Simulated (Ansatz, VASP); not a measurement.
# PbO in VASP and in Ansatz

```
Pb O
1.0
     5.87600    0.00000    0.00000
     0.00000    5.47600    0.00000
     0.00000    0.00000    4.74300
Pb O
4 4
Direct
  0.76900 0.51400 0.25000
  0.23100 0.48600 0.75000
  0.76900 0.98600 0.75000
  0.23100 0.01400 0.25000
  0.13200 0.58200 0.25000
  0.86800 0.41800 0.75000
  0.13200 0.91800 0.75000
  0.86800 0.08200 0.25000
```

Alike in both runs: task single point; functional PBE; k mesh 4 × 4 × 4; occupations fermi-dirac, width 0.05 eV; no spin polarisation.

```csv
,VASP,Ansatz
version,VASP 6.6.1,Ansatz 0.2.0
potentials or method,"VASP PAW PBE potentials, release 64 (Pb_d, O)",Ansatz PAW
plane-wave cutoff (eV),520,420
valence electrons in the cell,80,80
```

Ansatz gave:

- gap on the k mesh at the Fermi level (eV): 2.21
- least direct gap on the mesh (eV): 2.43
- pressure (GPa): 2.3
- traceless stress, the component that is largest in VASP (GPa): 4.19
- rms of the force components (eV/Å): 0.518

Q: Which values does VASP return?

A: gap on the k mesh at the Fermi level (eV): 2.21; least direct gap on the mesh (eV): 2.42; pressure (GPa): 2.4; traceless stress, the component that is largest in VASP (GPa): 4.36; rms of the force components (eV/Å): 0.529.

Atom by atom the forces differ by 0.022 eV/Å (rms over components). The functional is the same, so the differences come from potentials, cutoffs and numerics.

Neither program's run includes spin-orbit coupling.
